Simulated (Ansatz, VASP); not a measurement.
Al3Cu in VASP and in Ansatz

```
Al Cu
1.0
     2.77841    0.00000    0.00000
     0.00000    2.77841    0.00000
     0.00000    0.00000    7.51340
Al Cu
3 1
Direct
  0.00000 0.00000 0.50000
  0.50000 0.50000 0.22612
  0.50000 0.50000 0.77388
  0.00000 0.00000 0.00000
```

Alike in both runs: task single point; functional r2SCAN; k mesh 1 × 1 × 1; occupations gaussian, width 0.1 eV; no spin polarisation.

```csv
,VASP,Ansatz
version,VASP 6.6.1,Ansatz 0.2.0
potentials or method,"VASP PAW PBE potentials, release 64 (Al, Cu), cutoff 520 eV","scalar-relativistic, plane waves, PAW"
valence electrons in the cell,20,28
```

|  | VASP | Ansatz | Ansatz less VASP |
| --- | --- | --- | --- |
| gap on the k mesh at the Fermi level (eV) | 3.94 | 3.93 | -0.011 |
| least direct gap on the mesh (eV) | 3.94 | 3.93 | -0.011 |
| pressure (GPa) | -15.0 | -14.2 | +0.82 |
| traceless stress, the component that is largest in VASP (GPa) | 191.30 | 190.89 | -0.408 |
| rms of the force components (eV/Å) | 2.061 | 2.064 | +0.0031 |

VASP's potentials were made for PBE, not for r2SCAN. Atom by atom the forces differ by 0.003 eV/Å (rms over components). With one functional, cell and mesh, what is left measures potentials, basis and numerics. VASP's potentials hold 20 valence electrons a cell and Ansatz's 28, so a difference there can come from the potentials and not from the codes.

The k mesh is coarse, so the values compare programs but aren't converged.
